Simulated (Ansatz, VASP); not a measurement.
One calculation of Bi2Te3, two programs

The input INCAR:

```
  PREC = Accurate
  ENCUT = 520
  EDIFF = 1E-8
  ISMEAR = -1
  SIGMA = 0.08
  LREAL = False
  LASPH = True
  NELM = 80
  ALGO = Normal
  ISIF = 2
  LWAVE = False
  LCHARG = False
  GGA = PE
  LEFG = True
  NBANDS = 32
```

Contents of KPOINTS:

```
regular mesh
0
Gamma
  8 8 8
```

The input POSCAR:

```
Bi2Te3
1.0
    2.2085012539      1.2750787934     10.0461367000
   -2.2085012539      1.2750787934     10.0461367000
    0.0000000000     -2.5501575869     10.0461367000
Bi Te
2 3
Direct
    0.8120000000      0.8120000000      0.8120000000
    0.4020000000      0.4020000000      0.4020000000
    0.6110000000      0.6110000000      0.6110000000
    0.2000000000      0.2000000000      0.2000000000
    0.0000000000      0.0000000000      0.0000000000
```

Input for Ansatz:

```yaml
crystal:
  lattice:
    - [2.2085012539, 1.2750787934, 10.0461367]
    - [-2.2085012539, 1.2750787934, 10.0461367]
    - [0.0, -2.5501575869, 10.0461367]
  atoms:
    - { symbol: Bi, position: [0.812, 0.812, 0.812] }
    - { symbol: Bi, position: [0.402, 0.402, 0.402] }
    - { symbol: Te, position: [0.611, 0.611, 0.611] }
    - { symbol: Te, position: [0.2, 0.2, 0.2] }
    - { symbol: Te, position: [0.0, 0.0, 0.0] }
kpoints:
  mp_grid: { grid: [8, 8, 8] }
scf:
  occupations: { method: fermi_dirac, width: 0.08 }
hamiltonian:
  xc: pbe
  pseudopotentials: { kind: all_electron, datasets: crystal }
output:
  forces: true
  stress: true
  eigenvalues: true
  efg: { contact_densities: true }
```

Change from the starting cell: zz strain of +1 %, crystal datasets.

Alike in both runs: task electric field gradients; functional PBE; k mesh 8 × 8 × 8; occupations fermi-dirac, width 0.08 eV; no spin polarisation.

```csv
,VASP,Ansatz
version,VASP 6.6.1,Ansatz 0.2.0
potentials or method,"VASP PAW PBE potentials, release 64 (Bi_d, Te), cutoff 520 eV","all-electron PAW with datasets made for the crystal, scalar-relativistic"
```

Ansatz gave:

```
pressure (GPa)                                                : 1.2
traceless stress, the component that is largest in VASP (GPa) : -0.75
rms of the force components (eV/Å)                            : 0.466
size of Vzz on the site where it differs most (V/Å²)          : 51.9
```

What did VASP give for the same quantities?

Pressure (GPa): 1.1; traceless stress, the component that is largest in VASP (GPa): -0.76; rms of the force components (eV/Å): 0.468; size of Vzz on the site where it differs most (V/Å²): 45.8.

Atom by atom the forces differ by 0.003 eV/Å (rms over components). Ansatz ran all-electron here, and VASP with PAW potentials.

Neither program's run includes spin-orbit coupling.
